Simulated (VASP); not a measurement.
# ScAl2 (Fd-3m) in VASP: notebook

The runs below take ScAl2 through single point, with LDA.

Everything below comes from runs of VASP 6.6.1. Logs are shortened: lines on timing, memory, paths and dates and some standing lists are left out, and cuts for length are marked.

## Step 1: The cell of the first run

The structure is cubic, space group Fd-3m (No. 227). Conventional cell: a = 7.240 Å, b = 7.240 Å, c = 7.240 Å, α = 90.00°, β = 90.00°, γ = 90.00°. Sc (site symmetry -43m) has 12 Al at 3.00 Å and 4 Sc at 3.14 Å within 4.0 Å. Within 3.4 Å of Al (site symmetry -3m) lie 6 Al at 2.56 Å and 6 Sc at 3.00 Å.

## Step 2: Single point, LDA

Input file INCAR:

```
PREC = Accurate
ENCUT = 520
EDIFF = 1E-6
ISMEAR = 1
SIGMA = 0.1
LREAL = False
LASPH = True
NELM = 80
ALGO = Normal
ISIF = 2
LWAVE = False
LCHARG = False
NBANDS = 26
```

Input file KPOINTS:

```
Automatic mesh
0
Gamma
  5 5 5
```

Input file POSCAR:

```
ScAl2
1.0
    0.0000000000      3.6200643195      3.6200643195
    3.6200643195      0.0000000000      3.6200643195
    3.6200643195      3.6200643195      0.0000000000
Sc Al
2 4
Direct
    0.5000000000      0.5000000000      0.5000000000
    0.7500000000      0.7500000000      0.7500000000
    0.1250000000      0.1250000000      0.1250000000
    0.6250000000      0.1250000000      0.1250000000
    0.1250000000      0.6250000000      0.1250000000
    0.1250000000      0.1250000000      0.6250000000
```

Potentials or basis: VASP PAW LDA potentials, release 64 (Sc_sv, Al).

On the command line:

```
$ cat potpaw_LDA.64/Sc_sv/POTCAR potpaw_LDA.64/Al/POTCAR > POTCAR
$ mpirun -np 1 vasp_std > vasp.out
```

OUTCAR:

```text
PREC = Accurate
   ENCUT = 520
   EDIFF = 1E-6
   ISMEAR = 1
   LREAL = False
   LASPH = True
   NELM = 80
   ISIF = 2

 ion  position               nearest neighbor table
   1  0.500  0.500  0.500-   5 3.00   6 3.00   4 3.00   6 3.00   4 3.00   5 3.00   3 3.00   3 3.00
                             3 3.00   4 3.00   5 3.00   6 3.00   2 3.14   2 3.14   2 3.14   2 3.14
   2  0.750  0.750  0.750-   4 3.00   5 3.00   4 3.00   6 3.00   5 3.00   6 3.00   3 3.00   3 3.00
                             3 3.00   4 3.00   5 3.00   6 3.00   1 3.14   1 3.14   1 3.14   1 3.14
   3  0.125  0.125  0.125-   4 2.56   5 2.56   6 2.56   6 2.56   5 2.56   4 2.56   1 3.00   2 3.00
                             1 3.00   2 3.00   1 3.00   2 3.00
   4  0.625  0.125  0.125-   3 2.56   6 2.56   5 2.56   3 2.56   5 2.56   6 2.56   2 3.00   1 3.00
                             2 3.00   1 3.00   1 3.00   2 3.00
   5  0.125  0.625  0.125-   3 2.56   6 2.56   3 2.56   4 2.56   6 2.56   4 2.56   1 3.00   2 3.00
                             1 3.00   2 3.00   1 3.00   2 3.00
   6  0.125  0.125  0.625-   3 2.56   3 2.56   4 2.56   5 2.56   5 2.56   4 2.56   1 3.00   2 3.00
                             1 3.00   2 3.00   1 3.00   2 3.00

  LATTYP: Found a face centered cubic cell.
 ALAT       =     7.2401286390

  Lattice vectors:

 A1 = (   0.0000000000,   3.6200643195,   3.6200643195)
 A2 = (   3.6200643195,   0.0000000000,   3.6200643195)
 A3 = (   3.6200643195,   3.6200643195,   0.0000000000)

Analysis of symmetry for initial positions (statically):
=====================================================================
 Subroutine PRICEL returns:
 Original cell was already a primitive cell.

 Routine SETGRP: Setting up the symmetry group for a
 face centered cubic supercell.

 Subroutine GETGRP returns: Found 48 space group operations
 (whereof 24 operations were pure point group operations)
 out of a pool of 48 trial point group operations.

The static configuration has the point symmetry T_d .
 The point group associated with its full space group is O_h .

Analysis of symmetry for dynamics (positions and initial velocities):
=====================================================================
 Subroutine PRICEL returns:
 Original cell was already a primitive cell.

 Routine SETGRP: Setting up the symmetry group for a
 face centered cubic supercell.

 Subroutine GETGRP returns: Found 48 space group operations
 (whereof 24 operations were pure point group operations)
 out of a pool of 48 trial point group operations.

The dynamic configuration has the point symmetry T_d .
 The point group associated with its full space group is O_h .

 Subroutine INISYM returns: Found 48 space group operations
 (whereof 24 operations are pure point group operations),
 and found     1 'primitive' translations

----------------------------------------------------------------------------------------

                                     Primitive cell

  volume of cell :      94.8809

  direct lattice vectors                    reciprocal lattice vectors
     0.000000000  3.620064319  3.620064319    -0.138119093  0.138119093  0.138119093
     3.620064319  0.000000000  3.620064319     0.138119093 -0.138119093  0.138119093
     3.620064319  3.620064319  0.000000000     0.138119093  0.138119093 -0.138119093

  length of vectors
     5.119544057  5.119544057  5.119544057     0.239229286  0.239229286  0.239229286

  position of ions in fractional coordinates (direct lattice)
     0.500000000  0.500000000  0.500000000
     0.750000000  0.750000000  0.750000000
     0.125000000  0.125000000  0.125000000
     0.625000000  0.125000000  0.125000000
     0.125000000  0.625000000  0.125000000
     0.125000000  0.125000000  0.625000000

  ion indices of the primitive-cell ions
   primitive index   ion index
                 1           1
                 2           2
                 3           3
                 4           4
                 5           5
                 6           6

----------------------------------------------------------------------------------------

 KPOINTS: Automatic mesh

Automatic generation of k-mesh.
 Grid dimensions read from file:
 generate k-points for:    5    5    5

 Generating k-lattice:

  Cartesian coordinates                     Fractional coordinates (reciprocal lattice)
    -0.027623819  0.027623819  0.027623819     0.200000000  0.000000000  0.000000000
     0.027623819 -0.027623819  0.027623819     0.000000000  0.200000000  0.000000000
     0.027623819  0.027623819 -0.027623819     0.000000000  0.000000000  0.200000000

  Length of vectors
     0.047845857  0.047845857  0.047845857

  Shift w.r.t. Gamma in fractional coordinates (k-lattice)
     0.000000000  0.000000000  0.000000000

 Subroutine IBZKPT returns following result:
 ===========================================

 Found     10 irreducible k-points:

 Following reciprocal coordinates:
            Coordinates               Weight
  0.000000  0.000000  0.000000      1.000000
  0.200000  0.000000  0.000000      8.000000
  0.400000  0.000000  0.000000      8.000000
  0.200000  0.200000  0.000000      6.000000
  0.400000  0.200000  0.000000     24.000000
 -0.400000  0.200000  0.000000     24.000000
 -0.200000  0.200000  0.000000     12.000000
  0.400000  0.400000  0.000000      6.000000
 -0.400000  0.400000  0.000000     12.000000
 -0.400000  0.400000  0.200000     24.000000
   k-points           NKPTS =     10   k-points in BZ     NKDIM =     10   number of bands    NBANDS=     26
   number of dos      NEDOS =    301   number of ions     NIONS =      6
   total plane-waves  NPLWV =  64000
   dimension x,y,z NGX =    40 NGY =   40 NGZ =   40
   dimension x,y,z NGXF=    80 NGYF=   80 NGZF=   80
   ions per type =               2   4
   NGX,Y,Z   is equivalent  to a cutoff of  12.99, 12.99, 12.99 a.u.
   NGXF,Y,Z  is equivalent  to a cutoff of  25.98, 25.98, 25.98 a.u.
 SYSTEM =  unknown system
   PREC   = accura    normal or accurate (medium, high low for compatibility)
   ISTART =      0    job   : 0-new  1-cont  2-samecut
   ICHARG =      2    charge: 1-file 2-atom 10-const
   ISPIN  =      1    spin polarized calculation?
   LNONCOLLINEAR =      F non collinear calculations
   LSORBIT =      F    spin-orbit coupling
   LASPH  =      T    aspherical Exc in radial PAW
   ENCUT  =  520.0 eV  38.22 Ry    6.18 a.u.   9.52  9.52  9.52*2*pi/ulx,y,z
   NELM   =     80;   NELMIN=  2; NELMDL= -5     # of ELM steps
   EDIFF  = 0.1E-05   stopping-criterion for ELM
   LREAL  =      F    real-space projection
   EDIFFG = 0.1E-04   stopping-criterion for IOM
   NSW    =      0    number of steps for IOM
   IBRION =     -1    ionic relax: 0-MD 1-quasi-New 2-CG
   NFREE  =      0    steps in history (QN), initial steepest desc. (CG)
   ISIF   =      2    stress and relaxation
   ISYM   =      2    0-nonsym 1-usesym 2-fastsym
   POTIM  = 0.5000    time-step for ionic-motion
   TEBEG  =    0.0;   TEEND  =   0.0 temperature during run
   PSTRESS=    0.0 pullay stress
   NELECT =      34.0000    total number of electrons
   NUPDOWN=      -1.0000    fix difference up-down
   EMIN   =  10.00;   EMAX   =-10.00  energy-range for DOS
   EFERMI =   0.00;   METHOD = LEGACY
   ISMEAR =     1;   SIGMA  =   0.10  broadening in eV -4-tet -1-fermi 0-gaus
   EFERMI_NEDOS =   21; number of points for ismear=-14 and -15
   IALGO  =     38    algorithm
   IMIX   =      4    mixing-type and parameters
     AMIX     =   0.40;   BMIX     =  1.00
     AMIX_MAG =   1.60;   BMIX_MAG =  1.00
  volume/ion in A,a.u.               =      15.81       106.71
  Fermi-wavevector in a.u.,A,eV,Ry     =   1.162808  2.197389 18.396757  1.352124
  Thomas-Fermi vector in A             =   2.299365
   LORBIT       =      0    0 simple, 1 ext, 2 COOP (PROOUT), +10 PAW based schemes
   GGA     = CA    functional components
   LHFCALC =     F    Hartree Fock is set to
   AEXX    =    0.0000 exact exchange contribution
   IVDW    =     0    specifies the selected vdW correction
   LEPSILON=     F    determine dielectric tensor
   LRPA    =     F    only Hartree local field effects (RPA)
 non-spin polarized calculation
 Methfessel and Paxton  Order N= 1 SIGMA  =   0.10
  energy-cutoff  :      520.00
  volume of cell :       94.88
 maximum number of plane-waves:      2637
 NGX is ok and might be reduce to    40
   NGX = 19   NGY = 19   NGZ = 19

 number of electron      33.9999994 magnetization

 Free energy of the ion-electron system (eV)
  ---------------------------------------------------
  ext. energy  EPLUGINS =         0.00000000
  ---------------------------------------------------
  free energy    TOTEN  =       -32.95719873 eV

  energy without entropy =      -32.96065896  energy(sigma->0) =      -32.95835214

 E-fermi :   7.3504     XC(G=0): -11.0448

 val. band max:        7.2903545536   @ k =  -0.4000   0.4000   0.2000
 cond. band min:       7.3968310539   @ k =  -0.4000   0.4000   0.0000
 fundamental gap:      0.1064765003
 Fermi energy:         7.3504386528

 k-point     1 :       0.0000    0.0000    0.0000
  band No.  band energies     occupation
      1     -40.9093      2.00000
      2     -40.8367      2.00000
      3     -19.9968      2.00000
      4     -19.9968      2.00000
      5     -19.9968      2.00000
      6     -19.8277      2.00000
[... 18 lines left out ...]
     25      11.2832      0.00000
     26      11.2832      0.00000

 k-point     2 :       0.2000    0.0000    0.0000
  band No.  band energies     occupation
      1     -40.9042      2.00000
      2     -40.8418      2.00000
      3     -20.0048      2.00000
      4     -20.0048      2.00000
      5     -19.9983      2.00000
      6     -19.8291      2.00000
[... 18 lines left out ...]
     25      10.9043      0.00000
[... 202 lines left out ...]
     25      11.8674      0.00000
     26      12.0535      0.00000

 k-point    10 :      -0.4000    0.4000    0.2000
  band No.  band energies     occupation
      1     -40.8820      2.00000
      2     -40.8639      2.00000
      3     -20.0433      2.00000
      4     -20.0345      2.00000
      5     -19.9431      2.00000
      6     -19.8866      2.00000
[... 18 lines left out ...]
     25      11.2345      0.00000
     26      11.7532      0.00000

------------------------ aborting loop because EDIFF is reached ----------------------------------------

  FORCE on cell =-STRESS in cart. coord.  units (eV):
  Direction    XX          YY          ZZ          XY          YZ          ZX
  --------------------------------------------------------------------------------------
  -------------------------------------------------------------------------------------
  Total        6.0583794      6.0583794      6.0583794     -0.0000000     -0.0000000      0.0000000
  in kB      102.3029591    102.3029591    102.3029591     -0.0000000     -0.0000000      0.0000000
  external PRESSURE =     102.3029591 kB  Pullay stress =       0.0000000 kB

 VOLUME and BASIS-vectors are now :
 -----------------------------------------------------------------------------
  energy-cutoff  :      520.00
  volume of cell :       94.88
      direct lattice vectors                 reciprocal lattice vectors
     0.000000000  3.620064319  3.620064319    -0.138119093  0.138119093  0.138119093
     3.620064319  0.000000000  3.620064319     0.138119093 -0.138119093  0.138119093
     3.620064319  3.620064319  0.000000000     0.138119093  0.138119093 -0.138119093

 POSITION                                       TOTAL-FORCE (eV/Angst)
 -----------------------------------------------------------------------------------
      3.62006      3.62006      3.62006        -0.000000     -0.000000     -0.000000
      5.43010      5.43010      5.43010         0.000000      0.000000      0.000000
      0.90502      0.90502      0.90502        -0.000000      0.000000     -0.000000
      0.90502      2.71505      2.71505        -0.000000      0.000000     -0.000000
      2.71505      0.90502      2.71505        -0.000000      0.000000     -0.000000
      2.71505      2.71505      0.90502        -0.000000      0.000000     -0.000000
 -----------------------------------------------------------------------------------
    total drift:                               -0.000000     -0.000000      0.000000

  FREE ENERGIE OF THE ION-ELECTRON SYSTEM (eV)
  ---------------------------------------------------
  free  energy   TOTEN  =       -32.9571987330 eV

  energy  without entropy=      -32.9606589575  energy(sigma->0) =      -32.95835214
```

It took 38 s on 1 thread of Intel Xeon Platinum 8259CL at 2.50GHz (Skylake/Cascade Lake), shared host; peak memory 0.19 GiB.

Results:

- Free energy: -32.9572 eV
- Pressure: 10.2 GPa
- Band gap on the k mesh: zero (band 17 reaches 7.78 eV, above the bottom of band 18 at 5.49 eV)

Levels at points of the mesh, in eV from the Fermi level:
| k point | band 15 | band 16 | band 17 | band 18 | band 19 | band 20 |
| --- | --- | --- | --- | --- | --- | --- |
| (0.00, 0.00, 0.00) | -2.38 | -2.38 | -1.87 | -1.87 | 0.60 | 2.56 |

## Step 3: Single point, LDA

This run uses another cell than the first one, of 16.53 Å³/atom, 1.045 times its volume.

Input file INCAR:

```
SYSTEM = ScAl2
  ALGO = Normal
  EDIFF = 1E-6
  ENCUT = 520
  GGA = CA
  ISIF = 2
  ISMEAR = 1
  LASPH = .True.
  LCHARG = .True.
  LELF = .True.
  LREAL = .False.
  LVHAR = .True.
  LWAVE = .False.
  NBANDS = 26
  NELM = 60
  PREC = Accurate
  SIGMA = 0.1
```

Input file KPOINTS:

```
k-points
0
Gamma
  5 5 5
  0 0 0
```

POSCAR: that of step 2 with these lines changed.

```diff
@@ -2,5 +2,5 @@
 1.0
-    0.0000000000      3.6200643195      3.6200643195
-    3.6200643195      0.0000000000      3.6200643195
-    3.6200643195      3.6200643195      0.0000000000
+    0.0000000000      3.6741030971      3.6741030971
+    3.6741030971      0.0000000000      3.6741030971
+    3.6741030971      3.6741030971      0.0000000000
 Sc Al
```

Potentials or basis: VASP PAW LDA potentials, release 64 (Sc_sv, Al).

On the command line:

```
$ cat potpaw_LDA.64/Sc_sv/POTCAR potpaw_LDA.64/Al/POTCAR > POTCAR
$ mpirun -np 1 vasp_std > vasp.out
```

OUTCAR:

```text
SYSTEM = ScAl2
   EDIFF = 1E-6
   ENCUT = 520
   GGA = CA
   ISIF = 2
   ISMEAR = 1
   LASPH = .True.
   LREAL = .False.
   NELM = 60
   PREC = Accurate

 ion  position               nearest neighbor table
   1  0.500  0.500  0.500-   3 3.05   5 3.05   6 3.05   3 3.05   4 3.05   6 3.05   3 3.05   4 3.05
                             5 3.05   4 3.05   5 3.05   6 3.05   2 3.18   2 3.18   2 3.18   2 3.18
   2  0.750  0.750  0.750-   4 3.05   5 3.05   6 3.05   3 3.05   4 3.05   5 3.05   3 3.05   4 3.05
[... 490 lines left out ...]
  -------------------------------------------------------------------------------------
  Total        2.8528487      2.8528487      2.8528487      0.0000000     -0.0000000      0.0000000
  in kB       46.0792399     46.0792399     46.0792399      0.0000000     -0.0000000      0.0000000
  external PRESSURE =      46.0792399 kB  Pullay stress =       0.0000000 kB

 VOLUME and BASIS-vectors are now :
 -----------------------------------------------------------------------------
  energy-cutoff  :      520.00
  volume of cell :       99.19
      direct lattice vectors                 reciprocal lattice vectors
     0.000000000  3.674103097  3.674103097    -0.136087635  0.136087635  0.136087635
     3.674103097  0.000000000  3.674103097     0.136087635 -0.136087635  0.136087635
     3.674103097  3.674103097  0.000000000     0.136087635  0.136087635 -0.136087635

 POSITION                                       TOTAL-FORCE (eV/Angst)
 -----------------------------------------------------------------------------------
      3.67410      3.67410      3.67410        -0.000000     -0.000000     -0.000000
      5.51115      5.51115      5.51115         0.000000      0.000000      0.000000
      0.91853      0.91853      0.91853        -0.000000     -0.000000      0.000000
      0.91853      2.75558      2.75558        -0.000000     -0.000000     -0.000000
      2.75558      0.91853      2.75558        -0.000000     -0.000000      0.000000
      2.75558      2.75558      0.91853        -0.000000     -0.000000     -0.000000
 -----------------------------------------------------------------------------------
    total drift:                               -0.000000     -0.000000      0.000000

  FREE ENERGIE OF THE ION-ELECTRON SYSTEM (eV)
  ---------------------------------------------------
  free  energy   TOTEN  =       -33.1552913974 eV

  energy  without entropy=      -33.1576811149  energy(sigma->0) =      -33.15608797
```

OSZICAR:

```text
N       E                     dE             d eps       ncg     rms          rms(c)
DAV:   1     0.414329531467E+03    0.41433E+03   -0.14494E+04   528   0.127E+03
DAV:   2    -0.463292652908E+01   -0.41896E+03   -0.40894E+03   664   0.493E+02
DAV:   3    -0.355578894869E+02   -0.30925E+02   -0.29623E+02   844   0.156E+02
DAV:   4    -0.364263797712E+02   -0.86849E+00   -0.86174E+00   872   0.237E+01
DAV:   5    -0.364398574773E+02   -0.13478E-01   -0.13467E-01   880   0.377E+00    0.111E+01
DAV:   6    -0.332773613205E+02    0.31625E+01   -0.14465E+01   862   0.306E+01    0.359E+00
DAV:   7    -0.332118549097E+02    0.65506E-01   -0.59869E-01   856   0.661E+00    0.231E+00
DAV:   8    -0.331563449790E+02    0.55510E-01   -0.71216E-02   806   0.207E+00    0.363E-01
DAV:   9    -0.331555458695E+02    0.79911E-03   -0.71197E-03   824   0.939E-01    0.205E-01
DAV:  10    -0.331553016878E+02    0.24418E-03   -0.47035E-04   838   0.182E-01    0.521E-02
DAV:  11    -0.331552929737E+02    0.87141E-05   -0.35006E-05   816   0.432E-02    0.219E-02
DAV:  12    -0.331552914151E+02    0.15586E-05   -0.85031E-06   798   0.317E-02    0.298E-03
DAV:  13    -0.331552913974E+02    0.17716E-07   -0.15865E-07   480   0.418E-03
   1 F= -.33155291E+02 E0= -.33156088E+02  d E =0.238972E-02
```

stdout:

```text
POSCAR found type information on POSCAR ScAl
 POSCAR found :  2 types and       6 ions
 scaLAPACK will be used
 LDA part: xc-table for (Slater(with rela. corr.)+CA(PZ))
 , standard interpolation
 POSCAR, INCAR and KPOINTS ok, starting setup
 FFT: planning ... GRIDC
 FFT: planning ... GRID_SOFT
 FFT: planning ... GRID
 WAVECAR not read
 entering main loop
```

Run time: 34 s. Hardware: 1 thread of Intel Xeon Platinum 8259CL at 2.50GHz (Skylake/Cascade Lake), shared host; peak memory 0.2 GiB.

What came out:

| Item | Value |
| --- | --- |
| Free energy | -33.1553 eV |
| Pressure | 4.6 GPa |
| Band gap on the k mesh | zero (band 17 reaches 7.38 eV, above the bottom of band 18 at 5.17 eV) |

## Step 4: Single point, LDA

This run uses another cell than the first one, of 17.25 Å³/atom, 1.091 times its volume.

Input file INCAR:

```
SYSTEM = ScAl2
ALGO = Normal ; EDIFF = 1E-6
ENCUT = 520 ; ISIF = 2
ISMEAR = 1 ; LASPH = .TRUE.
LCHARG = .TRUE. ; LELF = .TRUE.
LREAL = .FALSE. ; LVHAR = .TRUE.
LWAVE = .FALSE. ; NBANDS = 26
NELM = 100 ; PREC = Accurate
SIGMA = 0.1
```

Input file KPOINTS:

```
k-points
0
G
  5 5 5
  0 0 0
```

POSCAR: that of step 3 with these lines changed.

```diff
@@ -2,5 +2,5 @@
 1.0
-    0.0000000000      3.6741030971      3.6741030971
-    3.6741030971      0.0000000000      3.6741030971
-    3.6741030971      3.6741030971      0.0000000000
+    0.0000000000      3.7265973765      3.7265973765
+    3.7265973765      0.0000000000      3.7265973765
+    3.7265973765      3.7265973765      0.0000000000
 Sc Al
```

On the command line:

```
$ cat potpaw_LDA.64/Sc_sv/POTCAR potpaw_LDA.64/Al/POTCAR > POTCAR
$ mpirun -np 1 vasp_std > vasp.out
```

Wall time 37 s (1 thread of Intel Xeon Platinum 8259CL at 2.50GHz (Skylake/Cascade Lake), shared host); peak memory 0.2 GiB.

It converged, with:

| Property | Result |
| --- | --- |
| Free energy | -33.2168 eV |
| Pressure | 0.1 GPa |
| Band gap on the k mesh | zero (band 17 reaches 7.01 eV, above the bottom of band 18 at 4.88 eV) |

Levels at points of the mesh, in eV from the Fermi level:
```
           k point  band 14  band 15  band 16  band 17  band 18  band 19  band 20  band 21
(0.00, 0.00, 0.00)    -2.40    -2.40    -2.40    -1.72    -1.72     0.45     2.27     2.27
```

(Continued in part 2 of 2.)
